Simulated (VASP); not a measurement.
A run of VASP 6.6.1 is set up as follows.

Contents of INCAR:

```
SYSTEM = Al
PREC = Accurate
ENCUT = 520
EDIFF = 1E-7
ISMEAR = -1
SIGMA = 0.1
LREAL = .FALSE.
LASPH = .TRUE.
NELM = 80
ALGO = Normal
ISIF = 2
LWAVE = .FALSE.
LCHARG = .FALSE.
GGA = B5
ALDAX = 1.0
AGGAX = 1.0
AGGAC = 1.0
ALDAC = 0.0
NBANDS = 10
```

KPOINTS

```
Automatic mesh
0
G
  17 17 12
  0 0 0
```

File POSCAR:

```
Al
1.0
   -3.4070214396      2.9676953212      1.4489220284
    2.9676953212     -3.4070214396      1.4489220284
    2.6181114937      2.6181114937     -2.2535486188
Al
2
Direct
    0.9885491666      0.0114508334      0.0000000000
    0.7614508334      0.2385491666      0.5000000000
```

Potentials or basis: VASP PAW PBE potentials, release 64 (Al).

Run with:

```bash
$ cat potpaw_PBE.64/Al/POTCAR > POTCAR
$ mpirun -np 1 vasp_std > vasp.out
```

**Question.** Estimate the largest force.

**Answer.** 0.031 eV/Å.

**Question.** Estimate the pressure.

**Answer.** -4.5 GPa.

**Question.** What does it give for the band gap on the k mesh?

**Answer.** Zero (bands 3 and 4 overlap by 8.45 eV).

Stress tensor (GPa, compression positive):
```
-4.47  0.64  0.07
 0.64 -4.47  0.07
 0.07  0.07 -4.45
```

Caveat: the cell stands under tension; the PAW data sets were made with another functional, which shifts forces and pressure a little.
